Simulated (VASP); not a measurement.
# C (Fd-3m) in VASP: further runs

The runs below take C through single point, with PBE.

All numbers are computed with VASP 6.6.1; they aren't measurements. Logs are shortened: lines on timing, memory, paths and dates and some standing lists are left out, and cuts for length are marked.

### 1 The cell of the first run

It takes space group Fd-3m (No. 227, cubic). Conventional cell: a = 3.572 Å, b = 3.572 Å, c = 3.572 Å, α = 90.00°, β = 90.00°, γ = 90.00°. C (site symmetry -43m) has 4 C at 1.55 Å within 2.1 Å.

### 2 Single point, PBE

Contents of INCAR:

```
PREC = Accurate
ENCUT = 520
EDIFF = 1E-7
ISMEAR = -1
SIGMA = 0.02
LREAL = False
LASPH = True
NELM = 80
ALGO = Normal
ISIF = 2
LWAVE = False
LCHARG = False
GGA = PE
NBANDS = 16
```

Contents of KPOINTS:

```
Automatic mesh
0
Gamma
  12 12 8
```

Contents of POSCAR:

```
C
1.0
    1.7858175698      1.7858175698      0.0000000000
   -1.7858175698      1.7858175698      0.0000000000
    0.0000000000      0.0000000000      3.5716351397
C
4
Direct
    0.2500000000      0.5000000000      0.3750000000
    0.7500000000      0.0000000000      0.8750000000
    0.2500000000      0.0000000000      0.1250000000
    0.7500000000      0.5000000000      0.6250000000
```

Potentials or basis: VASP PAW PBE potentials, release 64 (C).

The run is started by

```
> cat potpaw_PBE.64/C/POTCAR > POTCAR
> mpirun -np 1 vasp_std > vasp.out
```

OUTCAR:

```text
PREC = Accurate
   ENCUT = 520
   EDIFF = 1E-7
   ISMEAR = -1
   LREAL = False
   LASPH = True
   NELM = 80
   ISIF = 2
   GGA = PE

 ion  position               nearest neighbor table
   1  0.250  0.500  0.375-   3 1.55   4 1.55   3 1.55   4 1.55
   2  0.750  0.000  0.875-   3 1.55   4 1.55   4 1.55   3 1.55
   3  0.250  0.000  0.125-   1 1.55   2 1.55   1 1.55   2 1.55
   4  0.750  0.500  0.625-   1 1.55   2 1.55   2 1.55   1 1.55

  LATTYP: Found a simple tetragonal cell.
 ALAT       =     2.5255274271
 C/A-ratio  =     1.4142135624

  Lattice vectors:

 A1 = (   1.7858175698,   1.7858175698,   0.0000000000)
 A2 = (  -1.7858175698,   1.7858175698,   0.0000000000)
 A3 = (   0.0000000000,   0.0000000000,   3.5716351397)

Analysis of symmetry for initial positions (statically):
=====================================================================
 Subroutine PRICEL returns following result:

  LATTYP: Found a face centered cubic cell.
 ALAT       =     3.5716351397

  Lattice vectors:

 A1 = (   0.0000000000,  -1.7858175698,  -1.7858175699)
 A2 = (   1.7858175698,   0.0000000000,  -1.7858175699)
 A3 = (   1.7858175698,  -1.7858175698,  -0.0000000000)

   2 primitive cells build up your supercell.

 Routine SETGRP: Setting up the symmetry group for a
 simple tetragonal supercell.

 Subroutine GETGRP returns: Found 16 space group operations
 (whereof  4 operations were pure point group operations)
 out of a pool of 16 trial point group operations.

The static configuration has the point symmetry C_2h.
 The point group associated with its full space group is D_4h.

Analysis of symmetry for dynamics (positions and initial velocities):
=====================================================================
 Subroutine PRICEL returns following result:

  LATTYP: Found a face centered cubic cell.
 ALAT       =     3.5716351397

  Lattice vectors:

 A1 = (   0.0000000000,  -1.7858175698,  -1.7858175699)
 A2 = (   1.7858175698,   0.0000000000,  -1.7858175699)
 A3 = (   1.7858175698,  -1.7858175698,  -0.0000000000)

   2 primitive cells build up your supercell.

 Routine SETGRP: Setting up the symmetry group for a
 simple tetragonal supercell.

 Subroutine GETGRP returns: Found 16 space group operations
 (whereof  4 operations were pure point group operations)
 out of a pool of 16 trial point group operations.

The dynamic configuration has the point symmetry C_2h.
 The point group associated with its full space group is D_4h.

 Subroutine INISYM returns: Found 16 space group operations
 (whereof  4 operations are pure point group operations),
 and found     2 'primitive' translations

----------------------------------------------------------------------------------------

                                     Primitive cell

  volume of cell :      11.3905

  direct lattice vectors                    reciprocal lattice vectors
     0.000000000 -1.785817570 -1.785817570    -0.279983806 -0.279983806 -0.279983806
     1.785817570  0.000000000 -1.785817570     0.279983806  0.279983806 -0.279983806
     1.785817570 -1.785817570 -0.000000000     0.279983806 -0.279983806  0.279983806

  length of vectors
     2.525527427  2.525527427  2.525527427     0.484946177  0.484946177  0.484946177

  position of ions in fractional coordinates (direct lattice)
     0.375000000  0.875000000  0.875000000
     0.625000000  0.125000000  0.125000000

  ion indices of the primitive-cell ions
   primitive index   ion index
                 1           1
                 2           3

----------------------------------------------------------------------------------------

 KPOINTS: Automatic mesh

Automatic generation of k-mesh.
 Grid dimensions read from file:
 generate k-points for:   12   12    8

 Generating k-lattice:

  Cartesian coordinates                     Fractional coordinates (reciprocal lattice)
     0.023331984  0.023331984  0.000000000     0.083333333  0.000000000  0.000000000
    -0.023331984  0.023331984  0.000000000     0.000000000  0.083333333  0.000000000
     0.000000000  0.000000000  0.034997976     0.000000000  0.000000000  0.125000000

  Length of vectors
     0.032996408  0.032996408  0.034997976

  Shift w.r.t. Gamma in fractional coordinates (k-lattice)
     0.000000000  0.000000000  0.000000000

 Subroutine IBZKPT returns following result:
 ===========================================

 Found    140 irreducible k-points:

 Following reciprocal coordinates:
            Coordinates               Weight
  0.000000  0.000000  0.000000      1.000000
  0.083333  0.000000  0.000000      4.000000
  0.166667  0.000000  0.000000      4.000000
  0.250000  0.000000  0.000000      4.000000
  0.333333  0.000000  0.000000      4.000000
  0.416667  0.000000  0.000000      4.000000
[... 16 lines left out ...]
  0.333333  0.333333  0.000000      4.000000
  0.416667  0.333333  0.000000      8.000000
 [... further k-points ...]
   k-points           NKPTS =    140   k-points in BZ     NKDIM =    140   number of bands    NBANDS=     16
   number of dos      NEDOS =    301   number of ions     NIONS =      4
   total plane-waves  NPLWV =  11200
   dimension x,y,z NGX =    20 NGY =   20 NGZ =   28
   dimension x,y,z NGXF=    40 NGYF=   40 NGZF=   56
   ions per type =               4
   NGX,Y,Z   is equivalent  to a cutoff of  13.17, 13.17, 13.03 a.u.
   NGXF,Y,Z  is equivalent  to a cutoff of  26.33, 26.33, 26.07 a.u.
 SYSTEM =  unknown system
   PREC   = accura    normal or accurate (medium, high low for compatibility)
   ISTART =      0    job   : 0-new  1-cont  2-samecut
   ICHARG =      2    charge: 1-file 2-atom 10-const
   ISPIN  =      1    spin polarized calculation?
   LNONCOLLINEAR =      F non collinear calculations
   LSORBIT =      F    spin-orbit coupling
   LASPH  =      T    aspherical Exc in radial PAW
   ENCUT  =  520.0 eV  38.22 Ry    6.18 a.u.   4.70  4.70  6.64*2*pi/ulx,y,z
   NELM   =     80;   NELMIN=  2; NELMDL= -5     # of ELM steps
   EDIFF  = 0.1E-06   stopping-criterion for ELM
   LREAL  =      F    real-space projection
   EDIFFG = 0.1E-05   stopping-criterion for IOM
   NSW    =      0    number of steps for IOM
   IBRION =     -1    ionic relax: 0-MD 1-quasi-New 2-CG
   NFREE  =      0    steps in history (QN), initial steepest desc. (CG)
   ISIF   =      2    stress and relaxation
   ISYM   =      2    0-nonsym 1-usesym 2-fastsym
   POTIM  = 0.5000    time-step for ionic-motion
   TEBEG  =    0.0;   TEEND  =   0.0 temperature during run
   PSTRESS=    0.0 pullay stress
   NELECT =      16.0000    total number of electrons
   NUPDOWN=      -1.0000    fix difference up-down
   EMIN   =  10.00;   EMAX   =-10.00  energy-range for DOS
   EFERMI =   0.00;   METHOD = LEGACY
   ISMEAR =    -1;   SIGMA  =   0.02  broadening in eV -4-tet -1-fermi 0-gaus
   EFERMI_NEDOS =   21; number of points for ismear=-14 and -15
   IALGO  =     38    algorithm
   IMIX   =      4    mixing-type and parameters
     AMIX     =   0.40;   BMIX     =  1.00
     AMIX_MAG =   1.60;   BMIX_MAG =  1.00
  volume/ion in A,a.u.               =       5.70        38.43
  Fermi-wavevector in a.u.,A,eV,Ry     =   1.455206  2.749940 28.812021  2.117624
  Thomas-Fermi vector in A             =   2.572267
   LORBIT       =      0    0 simple, 1 ext, 2 COOP (PROOUT), +10 PAW based schemes
   GGA     = PE    functional components
   LHFCALC =     F    Hartree Fock is set to
   AEXX    =    0.0000 exact exchange contribution
   IVDW    =     0    specifies the selected vdW correction
   LEPSILON=     F    determine dielectric tensor
   LRPA    =     F    only Hartree local field effects (RPA)
 non-spin polarized calculation
  energy-cutoff  :      520.00
  volume of cell :       22.78
 maximum number of plane-waves:       633
 NGX is ok and might be reduce to    20

 number of electron      16.0000000 magnetization

 Free energy of the ion-electron system (eV)
  ---------------------------------------------------
  ext. energy  EPLUGINS =         0.00000000
  ---------------------------------------------------
  free energy    TOTEN  =       -36.37155237 eV

  energy without entropy =      -36.37155237  energy(sigma->0) =      -36.37155237

 E-fermi :  10.1361     XC(G=0): -13.2302

 val. band max:        9.6704484509   @ k =   0.0000   0.0000   0.0000
 cond. band min:      13.7939566636   @ k =   0.0000   0.0000   0.2500
 fundamental gap:      4.1235082127
 Fermi energy:        10.1360794060

 k-point     1 :       0.0000    0.0000    0.0000
  band No.  band energies     occupation
      1     -11.7515      2.00000
      2      -3.0637      2.00000
      3      -3.0637      2.00000
      4       3.3975      2.00000
      5       3.3975      2.00000
      6       9.6704      2.00000
[... 8 lines left out ...]
     15      26.4169      0.00000
     16      26.4169      0.00000

 k-point     2 :       0.0833    0.0000    0.0000
  band No.  band energies     occupation
      1     -11.6235      2.00000
      2      -3.0199      2.00000
      3      -2.9490      2.00000
      4       2.7730      2.00000
      5       3.5042      2.00000
      6       8.9648      2.00000
[... 8 lines left out ...]
     15      26.1024      0.00000
     16      26.2527      0.00000

 k-point     3 :       0.1667    0.0000    0.0000
  band No.  band energies     occupation
      1     -11.2408      2.00000
      2      -2.9719      2.00000
      3      -2.6051      2.00000
      4       1.4440      2.00000
      5       3.8195      2.00000
      6       7.4346      2.00000
[... 8 lines left out ...]
     15      25.2351      0.00000
     16      25.8218      0.00000

 k-point     4 :       0.2500    0.0000    0.0000
  band No.  band energies     occupation
      1     -10.6064      2.00000
      2      -3.2810      2.00000
      3      -2.0340      2.00000
      4       0.3939      2.00000
      5       4.3285      2.00000
      6       5.6968      2.00000
[... 8 lines left out ...]
     15      23.9885      0.00000
     16      25.2388      0.00000
[... 324 lines left out ...]
 k-point    22 :       0.5000    0.2500    0.0000
  band No.  band energies     occupation
      1      -6.2043      2.00000
      2      -6.2043      2.00000
      3       0.6768      2.00000
      4       0.6768      2.00000
      5       2.7048      2.00000
      6       2.7048      2.00000
[... 8 lines left out ...]
     15      24.7385      0.00000
     16      24.7385      0.00000

 k-point    23 :       0.3333    0.3333    0.0000
  band No.  band energies     occupation
      1      -7.7418      2.00000
      2      -2.5241      2.00000
      3      -2.5241      2.00000
      4       1.8931      2.00000
      5       1.8931      2.00000
      6       2.5045      2.00000
[... 8 lines left out ...]
     15      24.1280      0.00000
     16      24.1280      0.00000

 k-point    24 :       0.4167    0.3333    0.0000
  band No.  band energies     occupation
      1      -6.6543      2.00000
      2      -3.9399      2.00000
      3      -1.5147      2.00000
      4       1.0656      2.00000
      5       2.3412      2.00000
      6       2.6129      2.00000
[... 8 lines left out ...]
     15      24.7408      0.00000
     16      25.5330      0.00000

 [... further k-points ...]
[... 5 lines left out ...]
  --------------------------------------------------------------------------------------
  -------------------------------------------------------------------------------------
  Total        0.0920186      0.0920186      0.0920657     -0.0000000      0.0000000      0.0000000
  in kB        6.4716505      6.4716505      6.4749620     -0.0000000      0.0000000      0.0000000
  external PRESSURE =       6.4727544 kB  Pullay stress =       0.0000000 kB

 VOLUME and BASIS-vectors are now :
 -----------------------------------------------------------------------------
  energy-cutoff  :      520.00
  volume of cell :       22.78
      direct lattice vectors                 reciprocal lattice vectors
     1.785817570  1.785817570  0.000000000     0.279983806  0.279983806  0.000000000
    -1.785817570  1.785817570  0.000000000    -0.279983806  0.279983806  0.000000000
     0.000000000  0.000000000  3.571635140     0.000000000  0.000000000  0.279983806

 POSITION                                       TOTAL-FORCE (eV/Angst)
 -----------------------------------------------------------------------------------
     -0.44645      1.33936      1.33936         0.000000     -0.000000     -0.000000
      1.33936      1.33936      3.12518         0.000000     -0.000000     -0.000000
      0.44645      0.44645      0.44645        -0.000000      0.000000      0.000000
      0.44645      2.23227      2.23227        -0.000000     -0.000000      0.000000
 -----------------------------------------------------------------------------------
    total drift:                               -0.000000      0.000000     -0.000000

  FREE ENERGIE OF THE ION-ELECTRON SYSTEM (eV)
  ---------------------------------------------------
  free  energy   TOTEN  =       -36.3715523710 eV

  energy  without entropy=      -36.3715523710  energy(sigma->0) =      -36.37155237
```

It took 24 s on 1 thread of AMD EPYC 9R45 (Zen 5), shared host; peak memory 0.12 GiB.

Results:

```yaml
Free_energy: -36.3716 eV
Pressure: 0.6 GPa
Band_gap_on_the_k_mesh: 4.12 eV
```

A k mesh can miss the band edges.

### 3 Single point, PBE

Contents of INCAR:

```
SYSTEM = C
  PREC = Accurate
  ENCUT = 520
  EDIFF = 1E-7
  ISMEAR = -1
  SIGMA = 0.02
  LREAL = .False.
  LASPH = .True.
  NELM = 100
  ALGO = Normal
  ISIF = 2
  LWAVE = .False.
  LCHARG = .False.
  GGA = PE
  NBANDS = 16
```

Contents of KPOINTS:

```
Automatic mesh
0
Gamma
  12 12 8
  0 0 0
```

POSCAR is that of step 2.

Potentials or basis: VASP PAW PBE potentials, release 64 (C).

The run is started by

```
> cat potpaw_PBE.64/C/POTCAR > POTCAR
> mpirun -np 1 vasp_std > vasp.out
```

OUTCAR:

```text
SYSTEM = C
   PREC = Accurate
   ENCUT = 520
   EDIFF = 1E-7
   ISMEAR = -1
   LREAL = .False.
   LASPH = .True.
   NELM = 100
   ISIF = 2
   GGA = PE

 ion  position               nearest neighbor table
   1  0.250  0.500  0.375-   3 1.55   4 1.55   3 1.55   4 1.55
   2  0.750  0.000  0.875-   3 1.55   4 1.55   4 1.55   3 1.55
   3  0.250  0.000  0.125-   1 1.55   2 1.55   1 1.55   2 1.55
   4  0.750  0.500  0.625-   1 1.55   2 1.55   2 1.55   1 1.55

  LATTYP: Found a simple tetragonal cell.
 ALAT       =     2.5255274271
 C/A-ratio  =     1.4142135624

  Lattice vectors:

 A1 = (   1.7858175698,   1.7858175698,   0.0000000000)
 A2 = (  -1.7858175698,   1.7858175698,   0.0000000000)
 A3 = (   0.0000000000,   0.0000000000,   3.5716351397)

Analysis of symmetry for initial positions (statically):
=====================================================================
 Subroutine PRICEL returns following result:

  LATTYP: Found a face centered cubic cell.
 ALAT       =     3.5716351397

  Lattice vectors:

 A1 = (   0.0000000000,  -1.7858175698,  -1.7858175699)
 A2 = (   1.7858175698,   0.0000000000,  -1.7858175699)
[... 181 lines left out ...]
  free energy    TOTEN  =       -36.37155237 eV

  energy without entropy =      -36.37155237  energy(sigma->0) =      -36.37155237

 E-fermi :  10.1361     XC(G=0): -13.2302

 val. band max:        9.6704484509   @ k =   0.0000   0.0000   0.0000
 cond. band min:      13.7939566636   @ k =   0.0000   0.0000   0.2500
 fundamental gap:      4.1235082127
 Fermi energy:        10.1360794060

 k-point     1 :       0.0000    0.0000    0.0000
  band No.  band energies     occupation
      1     -11.7515      2.00000
      2      -3.0637      2.00000
      3      -3.0637      2.00000
      4       3.3975      2.00000
      5       3.3975      2.00000
      6       9.6704      2.00000
[... 433 lines left out ...]
      3      -1.5147      2.00000
      4       1.0656      2.00000
      5       2.3412      2.00000
      6       2.6129      2.00000
[... 8 lines left out ...]
     15      24.7408      0.00000
     16      25.5330      0.00000

 [... further k-points ...]
[... 5 lines left out ...]
  --------------------------------------------------------------------------------------
  -------------------------------------------------------------------------------------
  Total        0.0920186      0.0920186      0.0920657     -0.0000000      0.0000000      0.0000000
  in kB        6.4716505      6.4716505      6.4749620     -0.0000000      0.0000000      0.0000000
  external PRESSURE =       6.4727544 kB  Pullay stress =       0.0000000 kB

 VOLUME and BASIS-vectors are now :
 -----------------------------------------------------------------------------
  energy-cutoff  :      520.00
  volume of cell :       22.78
      direct lattice vectors                 reciprocal lattice vectors
     1.785817570  1.785817570  0.000000000     0.279983806  0.279983806  0.000000000
    -1.785817570  1.785817570  0.000000000    -0.279983806  0.279983806  0.000000000
     0.000000000  0.000000000  3.571635140     0.000000000  0.000000000  0.279983806

 POSITION                                       TOTAL-FORCE (eV/Angst)
 -----------------------------------------------------------------------------------
     -0.44645      1.33936      1.33936         0.000000     -0.000000     -0.000000
      1.33936      1.33936      3.12518         0.000000     -0.000000     -0.000000
      0.44645      0.44645      0.44645        -0.000000      0.000000      0.000000
      0.44645      2.23227      2.23227        -0.000000     -0.000000      0.000000
 -----------------------------------------------------------------------------------
    total drift:                               -0.000000      0.000000     -0.000000

  FREE ENERGIE OF THE ION-ELECTRON SYSTEM (eV)
  ---------------------------------------------------
  free  energy   TOTEN  =       -36.3715523710 eV

  energy  without entropy=      -36.3715523710  energy(sigma->0) =      -36.37155237
```

OSZICAR:

```text
N       E                     dE             d eps       ncg     rms          rms(c)
DAV:   1     0.152873574440E+02    0.15287E+02   -0.80239E+03  4488   0.961E+02
DAV:   2    -0.360154888967E+02   -0.51303E+02   -0.47574E+02  6472   0.179E+02
DAV:   3    -0.376274992704E+02   -0.16120E+01   -0.16072E+01  5200   0.264E+01
DAV:   4    -0.376333073735E+02   -0.58081E-02   -0.58076E-02  5384   0.199E+00
DAV:   5    -0.376333355778E+02   -0.28204E-04   -0.28204E-04  4976   0.120E-01    0.782E+00
DAV:   6    -0.366868433293E+02    0.94649E+00   -0.58408E-01  4984   0.481E+00    0.467E+00
DAV:   7    -0.363684061309E+02    0.31844E+00   -0.67463E-01  5432   0.537E+00    0.105E+00
DAV:   8    -0.363714404059E+02   -0.30343E-02   -0.13417E-02  4800   0.765E-01    0.590E-02
DAV:   9    -0.363715164714E+02   -0.76065E-04   -0.16002E-04  5648   0.938E-02    0.289E-02
DAV:  10    -0.363715525758E+02   -0.36104E-04   -0.30276E-05  4536   0.459E-02    0.663E-03
DAV:  11    -0.363715524250E+02    0.15087E-06   -0.32467E-07  5744   0.454E-03    0.729E-04
DAV:  12    -0.363715523710E+02    0.53953E-07   -0.24555E-08  2456   0.148E-03
   1 F= -.36371552E+02 E0= -.36371552E+02  d E =-.201762E-12
```

It took 24 s on 1 thread of AMD EPYC 9R45 (Zen 5), shared host; peak memory 0.12 GiB.

Results:

```
Free energy            : -36.3716 eV
Pressure               : 0.6 GPa
Band gap on the k mesh : 4.12 eV
```

### 4 Single point, PBE

This run uses another cell than the first one: it holds 2 atoms, not 4.

Contents of INCAR:

```
SYSTEM = C
PREC = Accurate ; ENCUT = 600
EDIFF = 1E-6 ; ISMEAR = -1
SIGMA = 0.02 ; LREAL = .FALSE.
LASPH = .TRUE. ; NELM = 120
ALGO = Normal ; ISIF = 2
LWAVE = .FALSE. ; LCHARG = .FALSE.
GGA = PE ; NBANDS = 11
GGA_COMPAT = .FALSE.
```

Contents of KPOINTS:

```
regular mesh
0
G
  14 14 14
  0 0 0
```

Contents of POSCAR:

```
C
1.0
    0.0000000000      1.7858175698      1.7858175698
    1.7858175698      0.0000000000      1.7858175698
    1.7858175698      1.7858175698      0.0000000000
C
2
Direct
   -0.1250000000     -0.1250000000     -0.1250000000
    0.1250000000      0.1250000000      0.1250000000
```

The run is started by

```
> cat potpaw_PBE.64/C/POTCAR > POTCAR
> mpirun -np 1 vasp_std > vasp.out
```

Run time: 12 s. Hardware: 1 thread of Intel Xeon Platinum 8375C at 2.90GHz (Ice Lake), shared host; peak memory 0.12 GiB.

Results (log left out):

| Quantity | Value |
| --- | --- |
| Free energy | -18.1905 eV |
| Pressure | 0.0 GPa |
| Band gap on the k mesh | 4.12 eV, indirect (least direct gap 5.58 eV) |

Levels at points of the mesh, in eV from the valence-band top:
```
           k point  band 1  band 2  band 3  band 4  band 5  band 6  band 7  band 8  band 9
(0.00, 0.00, 0.00)  -21.42    0.00    0.00    0.00    5.58    5.58    5.58   13.24   19.24
(0.50, 0.00, 0.00)  -15.67  -13.33   -2.79   -2.79    8.44    8.44    8.79   15.66   21.83
(0.50, 0.50, 0.00)  -12.74  -12.74   -6.27   -6.27    4.75    4.75   16.74   16.74   23.15
```
